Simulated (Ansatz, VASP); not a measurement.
**Sb: VASP beside Ansatz**

```
Sb
1.0
     2.16161    1.24801    3.67967
    -2.16161    1.24801    3.67967
     0.00000   -2.49601    3.67967
Sb
2
Direct
  0.23615 0.23615 0.23615
  0.76385 0.76385 0.76385
```

Alike in both runs: functional PBE; dispersion D3(BJ); k mesh 12 × 12 × 12; occupations gaussian, width 0.1 eV; no spin polarisation.

Ansatz relaxed the structure, and its values are those at the end. VASP's run is a single point on that final structure, the one shown.

|  | VASP | Ansatz |
| --- | --- | --- |
| version | VASP 6.6.1 | Ansatz 0.2.0 |
| potentials or method | VASP PAW PBE potentials, release 64 (Sb), cutoff 520 eV | scalar-relativistic, plane waves, PAW |
| valence electrons in the cell | 10 | 30 |

```csv
,VASP,Ansatz,Ansatz less VASP
gap on the k mesh at the Fermi level (eV),none,none,-
pressure (GPa),0.1,0.0,-0.06
rms of the force components (eV/Å),0.025,0.003,-0.0219
```

A gap of «none» marks a metal or a gap that the smearing closes. VASP's potentials hold 10 valence electrons a cell and Ansatz's 30, so a difference there can come from the potentials and not from the codes.

Spin-orbit coupling is off throughout.
